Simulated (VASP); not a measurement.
# CsCaF3 (Pm-3m) in VASP: a series of runs

CsCaF3 is run at these levels: LDA; tasks: single point.

Everything below comes from runs of VASP 6.6.1. Logs are shortened: lines on timing, memory, paths and dates and some standing lists are left out, and cuts for length are marked.

### Step 1. The cell of the first run

The structure is cubic, space group Pm-3m (No. 221). Conventional cell: a = 4.521 Å, b = 4.521 Å, c = 4.521 Å, α = 90.00°, β = 90.00°, γ = 90.00°. Cs (site symmetry m-3m) has 12 F at 3.20 Å and 8 Ca at 3.91 Å within 4.2 Å. Ca (site symmetry m-3m) has 6 F at 2.26 Å within 3.0 Å. F (site symmetry 4/mmm) has 2 Ca at 2.26 Å within 3.0 Å.

### Step 2. Single point, LDA

INCAR

```
PREC = Accurate
ENCUT = 600
EDIFF = 1E-6
ISMEAR = -1
SIGMA = 0.2
LREAL = F
LASPH = T
NELM = 120
ALGO = Normal
ISIF = 2
LWAVE = F
LCHARG = F
NBANDS = 28
GGA_COMPAT = F
```

KPOINTS

```
Automatic mesh
0
Gamma
  3 3 3
  0.5 0.5 0.5
```

POSCAR

```
CsCaF3
1.0
    4.5205310300      0.0000000000      0.0000000000
    0.0000000000      4.5205310300      0.0000000000
    0.0000000000      0.0000000000      4.5205310300
Cs Ca F
1 1 3
Direct
    0.0000000000      0.0000000000      0.0000000000
    0.5000000000      0.5000000000      0.5000000000
    0.0000000000      0.5000000000      0.5000000000
    0.5000000000      0.0000000000      0.5000000000
    0.5000000000      0.5000000000      0.0000000000
```

Potentials or basis: VASP PAW LDA potentials, release 64 (Cs_sv, Ca_sv, F).

The run is started by

```console
cat potpaw_LDA.64/Cs_sv/POTCAR potpaw_LDA.64/Ca_sv/POTCAR potpaw_LDA.64/F/POTCAR > POTCAR
mpirun -np 1 vasp_std > vasp.out
```

OUTCAR:

```text
PREC = Accurate
   ENCUT = 600
   EDIFF = 1E-6
   ISMEAR = -1
   LREAL = F
   LASPH = T
   NELM = 120
   ISIF = 2

 ion  position               nearest neighbor table
   1  0.000  0.000  0.000-
   2  0.500  0.500  0.500-   3 2.26   4 2.26   5 2.26   5 2.26   4 2.26   3 2.26
   3  0.000  0.500  0.500-   2 2.26   2 2.26
   4  0.500  0.000  0.500-   2 2.26   2 2.26
   5  0.500  0.500  0.000-   2 2.26   2 2.26

  LATTYP: Found a simple cubic cell.
 ALAT       =     4.5205310300

  Lattice vectors:

 A1 = (   4.5205310300,   0.0000000000,   0.0000000000)
 A2 = (   0.0000000000,   4.5205310300,   0.0000000000)
 A3 = (   0.0000000000,   0.0000000000,   4.5205310300)

Analysis of symmetry for initial positions (statically):
=====================================================================
 Subroutine PRICEL returns:
 Original cell was already a primitive cell.

 Routine SETGRP: Setting up the symmetry group for a
 simple cubic supercell.

 Subroutine GETGRP returns: Found 48 space group operations
 (whereof 48 operations were pure point group operations)
 out of a pool of 48 trial point group operations.

The static configuration has the point symmetry O_h .

Analysis of symmetry for dynamics (positions and initial velocities):
=====================================================================
 Subroutine PRICEL returns:
 Original cell was already a primitive cell.

 Routine SETGRP: Setting up the symmetry group for a
 simple cubic supercell.

 Subroutine GETGRP returns: Found 48 space group operations
 (whereof 48 operations were pure point group operations)
 out of a pool of 48 trial point group operations.

The dynamic configuration has the point symmetry O_h .

 Subroutine INISYM returns: Found 48 space group operations
 (whereof 48 operations are pure point group operations),
 and found     1 'primitive' translations

----------------------------------------------------------------------------------------

                                     Primitive cell

  volume of cell :      92.3780

  direct lattice vectors                    reciprocal lattice vectors
     4.520531030  0.000000000  0.000000000     0.221212949  0.000000000  0.000000000
     0.000000000  4.520531030  0.000000000     0.000000000  0.221212949  0.000000000
     0.000000000  0.000000000  4.520531030     0.000000000  0.000000000  0.221212949

  length of vectors
     4.520531030  4.520531030  4.520531030     0.221212949  0.221212949  0.221212949

  position of ions in fractional coordinates (direct lattice)
     0.000000000  0.000000000  0.000000000
     0.500000000  0.500000000  0.500000000
     0.000000000  0.500000000  0.500000000
     0.500000000  0.000000000  0.500000000
     0.500000000  0.500000000  0.000000000

  ion indices of the primitive-cell ions
   primitive index   ion index
                 1           1
                 2           2
                 3           3
                 4           4
                 5           5

----------------------------------------------------------------------------------------

 KPOINTS: Automatic mesh

Automatic generation of k-mesh.
 Grid dimensions read from file:
 generate k-points for:    3    3    3

 Generating k-lattice:

  Cartesian coordinates                     Fractional coordinates (reciprocal lattice)
     0.073737650  0.000000000  0.000000000     0.333333333  0.000000000  0.000000000
     0.000000000  0.073737650  0.000000000     0.000000000  0.333333333  0.000000000
     0.000000000  0.000000000  0.073737650     0.000000000  0.000000000  0.333333333

  Length of vectors
     0.073737650  0.073737650  0.073737650

  Shift w.r.t. Gamma in fractional coordinates (k-lattice)
     0.500000000  0.500000000  0.500000000

 Subroutine IBZKPT returns following result:
 ===========================================

 Found      4 irreducible k-points:

 Following reciprocal coordinates:
            Coordinates               Weight
  0.166667  0.166667  0.166667      8.000000
  0.500000  0.166667  0.166667     12.000000
  0.500000  0.500000  0.166667      6.000000
  0.500000  0.500000  0.500000      1.000000
   k-points           NKPTS =      4   k-points in BZ     NKDIM =      4   number of bands    NBANDS=     28
   number of dos      NEDOS =    301   number of ions     NIONS =      5
   total plane-waves  NPLWV =  46656
   dimension x,y,z NGX =    36 NGY =   36 NGZ =   36
   dimension x,y,z NGXF=    72 NGYF=   72 NGZF=   72
   ions per type =               1   1   3
   NGX,Y,Z   is equivalent  to a cutoff of  13.24, 13.24, 13.24 a.u.
   NGXF,Y,Z  is equivalent  to a cutoff of  26.48, 26.48, 26.48 a.u.
 SYSTEM =  unknown system
   PREC   = accura    normal or accurate (medium, high low for compatibility)
   ISTART =      0    job   : 0-new  1-cont  2-samecut
   ICHARG =      2    charge: 1-file 2-atom 10-const
   ISPIN  =      1    spin polarized calculation?
   LNONCOLLINEAR =      F non collinear calculations
   LSORBIT =      F    spin-orbit coupling
   LASPH  =      T    aspherical Exc in radial PAW
   ENCUT  =  600.0 eV  44.10 Ry    6.64 a.u.   9.03  9.03  9.03*2*pi/ulx,y,z
   NELM   =    120;   NELMIN=  2; NELMDL= -5     # of ELM steps
   EDIFF  = 0.1E-05   stopping-criterion for ELM
   LREAL  =      F    real-space projection
   EDIFFG = 0.1E-04   stopping-criterion for IOM
   NSW    =      0    number of steps for IOM
   IBRION =     -1    ionic relax: 0-MD 1-quasi-New 2-CG
   NFREE  =      0    steps in history (QN), initial steepest desc. (CG)
   ISIF   =      2    stress and relaxation
   ISYM   =      2    0-nonsym 1-usesym 2-fastsym
   POTIM  = 0.5000    time-step for ionic-motion
   TEBEG  =    0.0;   TEEND  =   0.0 temperature during run
   PSTRESS=    0.0 pullay stress
   NELECT =      40.0000    total number of electrons
   NUPDOWN=      -1.0000    fix difference up-down
   EMIN   =  10.00;   EMAX   =-10.00  energy-range for DOS
   EFERMI =   0.00;   METHOD = LEGACY
   ISMEAR =    -1;   SIGMA  =   0.20  broadening in eV -4-tet -1-fermi 0-gaus
   EFERMI_NEDOS =   21; number of points for ismear=-14 and -15
   IALGO  =     38    algorithm
   IMIX   =      4    mixing-type and parameters
     AMIX     =   0.40;   BMIX     =  1.00
     AMIX_MAG =   1.60;   BMIX_MAG =  1.00
  volume/ion in A,a.u.               =      18.48       124.68
  Fermi-wavevector in a.u.,A,eV,Ry     =   1.238527  2.340476 20.870635  1.533948
  Thomas-Fermi vector in A             =   2.373048
   LORBIT       =      0    0 simple, 1 ext, 2 COOP (PROOUT), +10 PAW based schemes
   GGA     = CA    functional components
   LHFCALC =     F    Hartree Fock is set to
   AEXX    =    0.0000 exact exchange contribution
   IVDW    =     0    specifies the selected vdW correction
   LEPSILON=     F    determine dielectric tensor
   LRPA    =     F    only Hartree local field effects (RPA)
 non-spin polarized calculation
  energy-cutoff  :      600.00
  volume of cell :       92.38
 maximum number of plane-waves:      3112
 NGX is ok and might be reduce to    36
   NGX = 19   NGY = 19   NGZ = 19

 number of electron      40.0000029 magnetization

 Free energy of the ion-electron system (eV)
  ---------------------------------------------------
  ext. energy  EPLUGINS =         0.00000000
  ---------------------------------------------------
  free energy    TOTEN  =       -27.91806491 eV

  energy without entropy =      -27.91806488  energy(sigma->0) =      -27.91806489

 E-fermi :   2.0883     XC(G=0):  -9.6648

 val. band max:       -2.0289497306   @ k =   0.5000   0.5000   0.5000
 cond. band min:       5.9019104008   @ k =   0.1667   0.1667   0.1667
 fundamental gap:      7.9308601314
 Fermi energy:         2.0883237978

 k-point     1 :       0.1667    0.1667    0.1667
  band No.  band energies     occupation
      1     -37.0944      2.00000
      2     -20.9418      2.00000
      3     -20.7965      2.00000
      4     -20.7965      2.00000
      5     -19.1531      2.00000
      6     -18.3326      2.00000
      7     -18.3224      2.00000
      8     -18.3224      2.00000
      9      -6.2244      2.00000
     10      -6.2244      2.00000
     11      -6.0311      2.00000
     12      -3.0502      2.00000
     13      -2.7951      2.00000
     14      -2.7951      2.00000
     15      -2.5943      2.00000
     16      -2.5852      2.00000
     17      -2.5852      2.00000
     18      -2.3263      2.00000
     19      -2.1431      2.00000
     20      -2.1431      2.00000
     21       5.9019      0.00000
     22       6.6219      0.00000
     23       6.6219      0.00000
     24       6.8420      0.00000
     25       6.8420      0.00000
     26       7.0664      0.00000
     27       8.9579      0.00000
     28       9.1472      0.00000

 k-point     2 :       0.5000    0.1667    0.1667
  band No.  band energies     occupation
      1     -37.0910      2.00000
      2     -21.1880      2.00000
      3     -20.8581      2.00000
      4     -20.7934      2.00000
      5     -19.1863      2.00000
      6     -18.3268      2.00000
      7     -18.3196      2.00000
      8     -17.7860      2.00000
      9      -6.3375      2.00000
     10      -6.2138      2.00000
     11      -6.0404      2.00000
     12      -3.5045      2.00000
     13      -3.0443      2.00000
     14      -2.9195      2.00000
     15      -2.8588      2.00000
     16      -2.6001      2.00000
     17      -2.4693      2.00000
     18      -2.3545      2.00000
     19      -2.2661      2.00000
     20      -2.2474      2.00000
     21       6.7939      0.00000
     22       7.0473      0.00000
     23       7.2930      0.00000
     24       7.4046      0.00000
     25       7.7249      0.00000
     26       7.7750      0.00000
     27       8.0046      0.00000
     28       9.2019      0.00000

 k-point     3 :       0.5000    0.5000    0.1667
  band No.  band energies     occupation
      1     -37.0876      2.00000
      2     -21.1696      2.00000
      3     -21.1696      2.00000
      4     -20.8217      2.00000
      5     -19.1907      2.00000
      6     -18.3205      2.00000
      7     -17.7844      2.00000
      8     -17.7844      2.00000
      9      -6.4869      2.00000
     10      -6.4869      2.00000
     11      -6.1132      2.00000
     12      -3.6708      2.00000
     13      -3.3159      2.00000
     14      -3.1247      2.00000
     15      -2.7595      2.00000
     16      -2.6651      2.00000
     17      -2.6651      2.00000
     18      -2.1877      2.00000
     19      -2.1877      2.00000
     20      -2.0392      2.00000
     21       6.6487      0.00000
     22       6.9562      0.00000
     23       6.9562      0.00000
     24       7.3623      0.00000
     25       8.7520      0.00000
     26       8.8942      0.00000
     27       8.8942      0.00000
     28       9.6262      0.00000

 k-point     4 :       0.5000    0.5000    0.5000
  band No.  band energies     occupation
      1     -37.0843      2.00000
      2     -21.1648      2.00000
      3     -21.1648      2.00000
      4     -21.1648      2.00000
      5     -19.1677      2.00000
      6     -17.7826      2.00000
      7     -17.7826      2.00000
      8     -17.7826      2.00000
      9      -6.6794      2.00000
     10      -6.6794      2.00000
     11      -6.6794      2.00000
     12      -3.7924      2.00000
     13      -3.3118      2.00000
     14      -3.3118      2.00000
     15      -2.4978      2.00000
     16      -2.4978      2.00000
     17      -2.4978      2.00000
     18      -2.0289      2.00000
     19      -2.0289      2.00000
     20      -2.0289      2.00000
     21       6.7453      0.00000
     22       6.7453      0.00000
     23       6.7453      0.00000
     24       7.9874      0.00000
     25       7.9874      0.00000
     26       7.9874      0.00000
     27      10.4154      0.00000
     28      10.4154      0.00000

------------------------ aborting loop because EDIFF is reached ----------------------------------------

  FORCE on cell =-STRESS in cart. coord.  units (eV):
  Direction    XX          YY          ZZ          XY          YZ          ZX
  --------------------------------------------------------------------------------------
  -------------------------------------------------------------------------------------
  Total       -2.2839092     -2.2839092     -2.2839092      0.0000000     -0.0000000      0.0000000
  in kB      -39.6114777    -39.6114777    -39.6114777      0.0000000     -0.0000000      0.0000000
  external PRESSURE =     -39.6114777 kB  Pullay stress =       0.0000000 kB

 VOLUME and BASIS-vectors are now :
 -----------------------------------------------------------------------------
  energy-cutoff  :      600.00
  volume of cell :       92.38
      direct lattice vectors                 reciprocal lattice vectors
     4.520531030  0.000000000  0.000000000     0.221212949  0.000000000  0.000000000
     0.000000000  4.520531030  0.000000000     0.000000000  0.221212949  0.000000000
     0.000000000  0.000000000  4.520531030     0.000000000  0.000000000  0.221212949

 POSITION                                       TOTAL-FORCE (eV/Angst)
 -----------------------------------------------------------------------------------
      0.00000      0.00000      0.00000         0.000000      0.000000      0.000000
      2.26027      2.26027      2.26027         0.000000      0.000000      0.000000
      0.00000      2.26027      2.26027         0.000000      0.000000      0.000000
      2.26027      0.00000      2.26027         0.000000      0.000000      0.000000
      2.26027      2.26027      0.00000         0.000000      0.000000      0.000000
 -----------------------------------------------------------------------------------
    total drift:                                0.000000      0.000000      0.000000

  FREE ENERGIE OF THE ION-ELECTRON SYSTEM (eV)
  ---------------------------------------------------
  free  energy   TOTEN  =       -27.9180649084 eV

  energy  without entropy=      -27.9180648785  energy(sigma->0) =      -27.91806489
```

Run time: 13 s. Hardware: 1 thread of AMD EPYC 7R13 (Zen 3), shared host; peak memory 0.15 GiB.

What came out:

```
Free energy            : -27.9181 eV
Pressure               : -4.0 GPa
Band gap on the k mesh : 7.93 eV (least direct gap 8.04 eV)
```

Caveat: the cell stands under tension; spin-orbit coupling is left out, which moves the levels of the heavy elements; a shifted mesh leaves out Γ, where band edges can lie. A k mesh can miss the band edges.

### Step 3. Single point, LDA

INCAR

```
PREC = Accurate ; ENCUT = 600
EDIFF = 1E-6 ; ISMEAR = -1
SIGMA = 0.2 ; LREAL = False
LASPH = True ; NELM = 120
ALGO = Normal ; ISIF = 2
LWAVE = False ; LCHARG = True
GGA = CA ; LELF = True
LVHAR = True ; NBANDS = 28
GGA_COMPAT = False
```

KPOINTS is that of step 2.

POSCAR is that of step 2.

Potentials or basis: VASP PAW LDA potentials, release 64 (Cs_sv, Ca_sv, F).

The run is started by

```console
cat potpaw_LDA.64/Cs_sv/POTCAR potpaw_LDA.64/Ca_sv/POTCAR potpaw_LDA.64/F/POTCAR > POTCAR
mpirun -np 1 vasp_std > vasp.out
```

It took 12 s on 1 thread of AMD EPYC 7R13 (Zen 3), shared host; peak memory 0.15 GiB.

Results (log left out):

```
Free energy            : -27.9181 eV
Pressure               : -4.0 GPa
Band gap on the k mesh : 7.93 eV (least direct gap 8.04 eV)
```

Levels at points of the mesh, in eV from the valence-band top:
| k point | band 18 | band 19 | band 20 | band 21 | band 22 | band 23 |
| --- | --- | --- | --- | --- | --- | --- |
| (0.50, 0.50, 0.50) | 0.00 | 0.00 | 0.00 | 8.77 | 8.77 | 8.77 |

Caveat: the cell stands under tension; spin-orbit coupling is left out, which moves the levels of the heavy elements; a shifted mesh leaves out Γ, where band edges can lie. A k mesh can miss the band edges.
